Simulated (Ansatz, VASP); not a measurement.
**Two plane-wave programs on Lu**

Contents of INCAR:

```
AGGAC = 1.0
AGGAX = 1.0
ALDAC = 0.0
ALDAX = 1.0
ALGO = Normal
EDIFF = 1E-6
ENCUT = 520
GGA = B5
ISIF = 2
ISMEAR = -1
LASPH = T
LCHARG = F
LREAL = F
LWAVE = F
NBANDS = 44
NELM = 60
PREC = Accurate
SIGMA = 0.1
```

KPOINTS

```
k-points
0
Gamma
  8 8 10
```

File POSCAR:

```
Lu
1.0
    5.3213594119      0.0000000000      0.0000000000
   -2.6606797059      4.6084324334      0.0000000000
    0.0000000000      0.0000000000      3.3458220338
Lu
3
Direct
    1.0000000000      1.0000000000      0.0000000000
    0.3333333333      0.6666666667      0.5000000000
    0.6666666667      0.3333333333      0.5000000000
```

Input for Ansatz:

```yaml
crystal:
  lattice:
    - [5.3213594119, 0.0, 0.0]
    - [-2.6606797059, 4.6084324334, 0.0]
    - [0.0, 0.0, 3.3458220338]
  atoms:
    - { symbol: Lu, position: [1.0, 1.0, 0.0] }
    - { symbol: Lu, position: [0.3333333333, 0.6666666667, 0.5] }
    - { symbol: Lu, position: [0.6666666667, 0.3333333333, 0.5] }
hamiltonian:
  xc: blyp
  pseudopotentials:
    kind: paw
    azcp:
      Lu: "pseudopotentials/Lu.paw.azcp"
basis:
  ecutwfc: 420
  fft_grid_basis: typed
kpoints:
  mp_grid: { grid: [8, 8, 10], shift: [0, 0, 0] }
magnetization:
  spin_polarized: false
scf:
  occupations: { method: fermi_dirac, width: 0.1 }
  lower_state_search: "off"
output:
  stress: true
```

Alike in both runs: task single point; functional BLYP; k mesh 8 × 8 × 10; occupations fermi-dirac, width 0.1 eV; no spin polarisation.

|  | VASP | Ansatz |
| --- | --- | --- |
| version | VASP 6.6.1 | Ansatz 0.2.0 |
| potentials or method | VASP PAW PBE potentials, release 64 (Lu), cutoff 520 eV | plane waves (420 eV) with PAW, scalar-relativistic |
| valence electrons in the cell | 75 | 75 |

VASP gave:

```
pressure (GPa)                                                : 4.4
traceless stress, the component that is largest in VASP (GPa) : -0.29
```

Estimate Ansatz's values.

pressure (GPa): 4.1; traceless stress, the component that is largest in VASP (GPa): -0.23.

VASP's potentials were made for PBE, not for BLYP. With one functional, cell and mesh, what is left measures potentials, basis and numerics.

Spin-orbit coupling is off throughout.
